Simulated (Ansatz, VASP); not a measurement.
## AlGa2Sb3: VASP beside Ansatz

```
Al Ga Sb
1.0
     3.32111    1.91744    4.11635
    -3.32111    1.91744    4.11635
     0.00000   -3.83489    4.11635
Al Ga Sb
1 2 3
Direct
  0.50000 0.50000 0.50000
  0.12178 0.12178 0.12178
  0.87822 0.87822 0.87822
  0.50000 0.50000 0.00000
  0.00000 0.50000 0.50000
  0.50000 0.00000 0.50000
```

Alike in both runs: functional PBE; k mesh 6 × 6 × 6; occupations gaussian, width 0.1 eV; no spin polarisation.

Ansatz relaxed the structure, and its values are those at the end. VASP's run is a single point on that final structure, the one shown.

```csv
,VASP,Ansatz
version,VASP 6.6.1,Ansatz 0.2.0
potentials or method,"VASP PAW PBE potentials, release 64 (Al, Ga_d, Sb), cutoff 520 eV","scalar-relativistic, plane waves, PAW"
valence electrons in the cell,44,74
```

|  | VASP | Ansatz | Ansatz less VASP |
| --- | --- | --- | --- |
| gap on the k mesh at the Fermi level (eV) | none | none | - |
| pressure (GPa) | 0.0 | 0.0 | -0.03 |
| rms of the force components (eV/Å) | 0.009 | 0.009 | +0.0003 |

A gap of «none» marks a metal or a gap that the smearing closes. VASP's potentials hold 44 valence electrons a cell and Ansatz's 74, so a difference there can come from the potentials and not from the codes.

Spin-orbit coupling is off throughout.
